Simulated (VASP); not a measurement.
Write the native input for VASP 6.6.1 that does the following.

```
Task                    : density of states
Functional              : LDA
Potentials or basis     : VASP PAW LDA potentials, release 64 (Ga_d, P)
Cutoff                  : 400 eV
k mesh                  : 14 × 14 × 14
Occupations             : fermi-dirac, width 0.1 eV
Spin                    : no spin polarisation
Dipole correction       : no
k mesh for the DOS      : 21 × 21 × 21
Occupations for the DOS : tetrahedron
Further INCAR settings  : ALGO = Normal; EDIFF = 1e-06; NBANDS = 16
```

Crystal: GaP (rocksalt type).

```xyz
2
Lattice="0.0000 2.5254 2.5254 2.5254 0.0000 2.5254 2.5254 2.5254 0.0000" Properties=species:S:1:pos:R:3 pbc="T T T"
Ga    0.0000    0.0000    0.0000
P     2.5254    2.5254    2.5254
```

These files were run (other wordings do the same):

POSCAR

```
GaP
1.0
    0.0000000000      2.5253746113      2.5253746113
    2.5253746113      0.0000000000      2.5253746113
    2.5253746113      2.5253746113      0.0000000000
Ga P
1 1
Direct
    0.0000000000      0.0000000000      0.0000000000
    0.5000000000      0.5000000000      0.5000000000
```

INCAR.step1

```
PREC = Accurate ; ENCUT = 400
EDIFF = 1E-6 ; ISMEAR = -1
SIGMA = 0.1 ; LREAL = False
LASPH = True ; NELM = 120
ALGO = Normal ; ISIF = 2
LWAVE = False ; LCHARG = True
GGA = CA ; NBANDS = 16
GGA_COMPAT = False ; NEDOS = 2001
LORBIT = 11
```

KPOINTS.step1

```
Automatic mesh
0
Gamma
  14 14 14
```

INCAR.step2

```
PREC = Accurate ; ENCUT = 400
EDIFF = 1E-6 ; ISMEAR = -5
SIGMA = 0.1 ; LREAL = False
LASPH = True ; NELM = 120
ALGO = Normal ; ISIF = 2
LWAVE = False ; LCHARG = False
GGA = CA ; LORBIT = 11
NBANDS = 16 ; NEDOS = 2001
ICHARG = 11 ; GGA_COMPAT = False
```

KPOINTS.step2

```
Automatic mesh
0
Gamma
  21 21 21
```

Potentials or basis: VASP PAW LDA potentials, release 64 (Ga_d, P).

Command:

```console
$ cat potpaw_LDA.64/Ga_d/POTCAR potpaw_LDA.64/P/POTCAR > POTCAR
$ cp INCAR.step1 INCAR
$ cp KPOINTS.step1 KPOINTS
$ mpirun -np 1 vasp_std > vasp.out
$ cp INCAR.step2 INCAR
$ cp KPOINTS.step2 KPOINTS
$ mpirun -np 1 vasp_std > vasp.out
```

It gave:

```json
{"Valence electrons inside the program's atomic spheres": "Ga 11.66; P 2.49"}
```

Run time: 74 s on 1 thread of AMD EPYC 9R45 (Zen 5), with other jobs on the host, peak memory 0.17 GiB.
